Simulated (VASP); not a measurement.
A run of VASP 6.6.1:

INCAR

```
SYSTEM = Pb
  PREC = Accurate
  ENCUT = 520
  EDIFF = 1E-6
  ISMEAR = -1
  SIGMA = 0.05
  LREAL = .False.
  LASPH = .True.
  NELM = 100
  ALGO = Normal
  ISIF = 2
  LWAVE = .False.
  LCHARG = .True.
  GGA = PS
  LELF = .True.
  LVHAR = .True.
  NBANDS = 13
```

File KPOINTS:

```
Automatic mesh
0
Gamma
  9 9 9
  0 0 0
```

File POSCAR:

```
Pb
1.0
    0.0000000000      2.4415696833      2.4415696833
    2.4415696833      0.0000000000      2.4415696833
    2.4415696833      2.4415696833      0.0000000000
Pb
1
Direct
    0.0000000000      0.0000000000      0.0000000000
```

Potentials or basis: VASP PAW PBE potentials, release 64 (Pb_d).

Run with:

```console
$ cat potpaw_PBE.64/Pb_d/POTCAR > POTCAR
$ mpirun -np 1 vasp_std > vasp.out
```

Hardware: 1 thread of Intel(R) Xeon(R) 6975P-C (Granite Rapids) (shared host).

How long does it take, and how much memory?

It took 6 s on 1 thread of Intel(R) Xeon(R) 6975P-C (Granite Rapids), on a shared host, peak memory 0.16 GiB. Counts: scf iterations 10, k points 35.
